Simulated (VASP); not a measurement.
# PtSe2 (P-3m1) in VASP: relaxation of the atoms with PBE+D3(BJ)

Aim: the relaxation of the atoms of PtSe2 with PBE+D3(BJ).

All numbers are computed with VASP 6.6.1; they aren't measurements. Logs are shortened: lines on timing, memory, paths and dates and some standing lists are left out, and cuts for length are marked.

## 1. The cell of the first run

Symmetry: P-3m1, No. 164, trigonal system. Conventional cell: a = 3.724 Å, b = 3.724 Å, c = 5.062 Å, α = 90.00°, β = 90.00°, γ = 120.00°. Pt (site symmetry -3m) has 6 Se at 2.54 Å within 3.3 Å. Se (site symmetry 3m) has 3 Pt at 2.54 Å and 3 Se at 3.20 Å within 3.3 Å.

## 2. Relaxation of the atoms, PBE+D3(BJ)

INCAR

```
SYSTEM = PtSe2
ALGO = Normal
EDIFF = 1E-6
EDIFFG = -0.01
ENCUT = 520
GGA = PE
IBRION = 2
ISIF = 2
ISMEAR = 0
IVDW = 12
LASPH = .True.
LCHARG = .False.
LREAL = .False.
LWAVE = .False.
NELM = 100
NSW = 60
PREC = Accurate
SIGMA = 0.05
```

KPOINTS

```
k-points
0
Gamma
  10 10 8
  0 0 0
```

POSCAR

```
PtSe2
1.0
    3.7240000000      0.0000000000      0.0000000000
   -1.8620000000      3.2250786037      0.0000000000
    0.0000000000      0.0000000000      5.0620000000
Pt Se
1 2
Direct
    0.0000000000      0.0000000000      0.0000000000
    0.3333333333      0.6666666667      0.2653814772
    0.6666666667      0.3333333333      0.7346185228
```

Potentials or basis: VASP PAW PBE potentials, release 64 (Pt, Se).

On the command line:

```console
$ cat potpaw_PBE.64/Pt/POTCAR potpaw_PBE.64/Se/POTCAR > POTCAR
$ mpirun -np 1 vasp_std > vasp.out
```

OUTCAR:

```text
SYSTEM = PtSe2
   EDIFF = 1E-6
   EDIFFG = -0.01
   ENCUT = 520
   GGA = PE
   IBRION = 2
   ISIF = 2
   ISMEAR = 0
   IVDW = 12
   LASPH = .True.
   LREAL = .False.
   NELM = 100
   NSW = 60
   PREC = Accurate
 IVDW          = 12

 ion  position               nearest neighbor table
   1  0.000  0.000  0.000-   2 2.54   3 2.54   3 2.54   2 2.54   3 2.54   2 2.54
   2  0.333  0.667  0.265-   1 2.54   1 2.54   1 2.54
   3  0.667  0.333  0.735-   1 2.54   1 2.54   1 2.54

  LATTYP: Found a hexagonal cell.
 ALAT       =     3.7240000000
 C/A-ratio  =     1.3592910849

  Lattice vectors:

 A1 = (   3.7240000000,   0.0000000000,   0.0000000000)
 A2 = (  -1.8620000000,   3.2250786037,   0.0000000000)
 A3 = (   0.0000000000,   0.0000000000,   5.0620000000)

Analysis of symmetry for initial positions (statically):
=====================================================================
 Subroutine PRICEL returns:
 Original cell was already a primitive cell.

 Routine SETGRP: Setting up the symmetry group for a
 hexagonal supercell.

 Subroutine GETGRP returns: Found 12 space group operations
 (whereof 12 operations were pure point group operations)
 out of a pool of 24 trial point group operations.

The static configuration has the point symmetry D_3d.

Analysis of symmetry for dynamics (positions and initial velocities):
=====================================================================
 Subroutine PRICEL returns:
 Original cell was already a primitive cell.

 Routine SETGRP: Setting up the symmetry group for a
 hexagonal supercell.

 Subroutine GETGRP returns: Found 12 space group operations
 (whereof 12 operations were pure point group operations)
 out of a pool of 24 trial point group operations.

The dynamic configuration has the point symmetry D_3d.

 Subroutine INISYM returns: Found 12 space group operations
 (whereof 12 operations are pure point group operations),
 and found     1 'primitive' translations

----------------------------------------------------------------------------------------

                                     Primitive cell

  volume of cell :      60.7956

  direct lattice vectors                    reciprocal lattice vectors
     3.724000000  0.000000000  0.000000000     0.268528464  0.155034981  0.000000000
    -1.862000000  3.225078604  0.000000000     0.000000000  0.310069962  0.000000000
     0.000000000  0.000000000  5.062000000     0.000000000  0.000000000  0.197550375

  length of vectors
     3.724000000  3.724000000  5.062000000     0.310069962  0.310069962  0.197550375

  position of ions in fractional coordinates (direct lattice)
     0.000000000  0.000000000  0.000000000
[... 77 lines left out ...]
   LASPH  =      T    aspherical Exc in radial PAW
   ENCUT  =  520.0 eV  38.22 Ry    6.18 a.u.   6.92  6.92  9.41*2*pi/ulx,y,z
   NELM   =    100;   NELMIN=  2; NELMDL= -5     # of ELM steps
   EDIFF  = 0.1E-05   stopping-criterion for ELM
   LREAL  =      F    real-space projection
   EDIFFG = -.1E-01   stopping-criterion for IOM
   NSW    =     60    number of steps for IOM
   IBRION =      2    ionic relax: 0-MD 1-quasi-New 2-CG
   NFREE  =      1    steps in history (QN), initial steepest desc. (CG)
   ISIF   =      2    stress and relaxation
   ISYM   =      2    0-nonsym 1-usesym 2-fastsym
   POTIM  = 0.5000    time-step for ionic-motion
   TEBEG  =    0.0;   TEEND  =   0.0 temperature during run
   PSTRESS=    0.0 pullay stress
   NELECT =      22.0000    total number of electrons
   NUPDOWN=      -1.0000    fix difference up-down
   EMIN   =  10.00;   EMAX   =-10.00  energy-range for DOS
   EFERMI =   0.00;   METHOD = LEGACY
   ISMEAR =     0;   SIGMA  =   0.05  broadening in eV -4-tet -1-fermi 0-gaus
   EFERMI_NEDOS =   21; number of points for ismear=-14 and -15
   IALGO  =     38    algorithm
   IMIX   =      4    mixing-type and parameters
     AMIX     =   0.40;   BMIX     =  1.00
     AMIX_MAG =   1.60;   BMIX_MAG =  1.00
  volume/ion in A,a.u.               =      20.27       136.76
  Fermi-wavevector in a.u.,A,eV,Ry     =   1.166608  2.204570 18.517184  1.360975
  Thomas-Fermi vector in A             =   2.303119
   LORBIT       =      0    0 simple, 1 ext, 2 COOP (PROOUT), +10 PAW based schemes
   GGA     = PE    functional components
   LHFCALC =     F    Hartree Fock is set to
   AEXX    =    0.0000 exact exchange contribution
   IVDW    =    12    specifies the selected vdW correction
   LEPSILON=     F    determine dielectric tensor
   LRPA    =     F    only Hartree local field effects (RPA)
 conjugate gradient relaxation of ions
 non-spin polarized calculation
 Gauss-broadening in eV      SIGMA  =   0.05
  energy-cutoff  :      520.00
  volume of cell :       60.80
 maximum number of plane-waves:      1654
   NGX = 13   NGY = 13   NGZ = 19

--------------------------------------- Ionic step        1  -------------------------------------------

 number of electron      21.9999999 magnetization

 Free energy of the ion-electron system (eV)
  ---------------------------------------------------
  ext. energy  EPLUGINS =         0.00000000
  ---------------------------------------------------
  free energy    TOTEN  =       -14.20316011 eV

  energy without entropy =      -14.20194591  energy(sigma->0) =      -14.20255301

------------------------ aborting loop because EDIFF is reached ----------------------------------------

 Edisp (eV)   -1.43472

 E8    (eV) :    -0.6163
[... 73 lines left out ...]
--------------------------------------- Ionic step        3  -------------------------------------------

 number of electron      22.0000000 magnetization

 Free energy of the ion-electron system (eV)
  ---------------------------------------------------
  ext. energy  EPLUGINS =         0.00000000
  ---------------------------------------------------
  free energy    TOTEN  =       -14.21350168 eV

  energy without entropy =      -14.21225251  energy(sigma->0) =      -14.21287710

 E-fermi :   6.4666     XC(G=0): -10.6731

 val. band max:        6.4647198903   @ k =   0.3000   0.3000   0.0000
 cond. band min:       6.4717050876   @ k =   0.1000   0.0000   0.0000
 fundamental gap:      0.0069851973
 Fermi energy:         6.4665674901

 k-point     1 :       0.0000    0.0000    0.0000
  band No.  band energies     occupation
      1      -9.0785      2.00000
      2      -6.3379      2.00000
      3      -0.6766      2.00000
      4       0.3075      2.00000
      5       0.3075      2.00000
      6       2.6249      2.00000
      7       2.6249      2.00000
      8       3.8550      2.00000
      9       5.5191      2.00000
     10       5.5191      2.00000
     11       7.0071      0.00000
     12       7.7494      0.00000
     13       7.7494      0.00000
     14      10.1023      0.00000
[... 401 lines left out ...]
      2      -7.1017      2.00000
      3      -0.7203      2.00000
      4       0.8513      2.00000
      5       1.0825      2.00000
      6       2.2972      2.00000
      7       2.7754      2.00000
      8       3.1303      2.00000
      9       3.2059      2.00000
     10       3.2905      2.00000
     11       3.7209      2.00000
     12       7.2888      0.00000
     13       8.5444      0.00000
     14      11.0329      0.00000
     15      11.9481      0.00000

 [... further k-points ...]

------------------------ aborting loop because EDIFF is reached ----------------------------------------

 Edisp (eV)   -1.43349

 E8    (eV) :    -0.6155
[... 26 lines left out ...]
  FREE ENERGIE OF THE ION-ELECTRON SYSTEM (eV)
  ---------------------------------------------------
  free  energy   TOTEN  =       -15.6469932846 eV

  energy  without entropy=      -15.6457441204  energy(sigma->0) =      -15.64636870

 reached required accuracy - stopping structural energy minimisation
```

Run time: 4.2 min. Hardware: 1 thread of Intel Xeon 8259CL, shared host; peak memory 0.26 GiB.

Results:

| Property | Result |
| --- | --- |
| Free energy | -15.6470 eV |
| Energy gained by relaxing | 3.0 meV/atom |
| Ionic steps | 3 |
| Pressure after relaxing | 0.3 GPa |
| Largest force after relaxing | 0.007 eV/Å |
| Band gap on the k mesh | zero (bands 11 and 12 overlap by 0.61 eV) |
| Dispersion energy per atom | -0.478 eV |

Forces on the atoms (eV/Å):
```
Pt   0.000  0.000  0.000
Se   0.000  0.000 -0.007
Se   0.000  0.000  0.007
```

The path:
| step | energy change (eV) | largest force (eV/Å) | pressure (GPa) |
| --- | --- | --- | --- |
| 1 | 0.0000 | 0.3204 | -1.25 |
| 2 | -0.0073 | 0.1462 | -0.42 |
| 3 | -0.0091 | 0.0072 | 0.27 |

Final structure:
```
CELL_PARAMETERS angstrom
3.72400 0.00000 0.00000
-1.86200 3.22508 0.00000
0.00000 0.00000 5.06200
ATOMIC_POSITIONS crystal
Pt 0.00000 0.00000 0.00000
Se 0.33333 0.66667 0.25997
Se 0.66667 0.33333 0.74003
```

Levels at points of the mesh, in eV from the Fermi level:
```tsv
k point	band 7	band 8	band 9	band 10	band 11	band 12	band 13	band 14	band 15
(0.00, 0.00, 0.00)	-3.84	-2.61	-0.95	-0.95	0.54	1.28	1.28	3.64	4.14
(0.50, 0.00, 0.00)	-3.83	-3.41	-3.30	-3.26	-2.90	0.57	2.33	4.93	5.87
(0.00, 0.00, 0.50)	-3.87	-3.00	-1.74	-1.48	-1.48	2.26	2.26	4.90	6.40
(0.50, 0.00, 0.50)	-3.47	-3.31	-3.05	-2.56	-1.31	0.79	1.53	4.53	4.79
```

Caveat: spin-orbit coupling is left out, which moves the levels of the heavy elements.
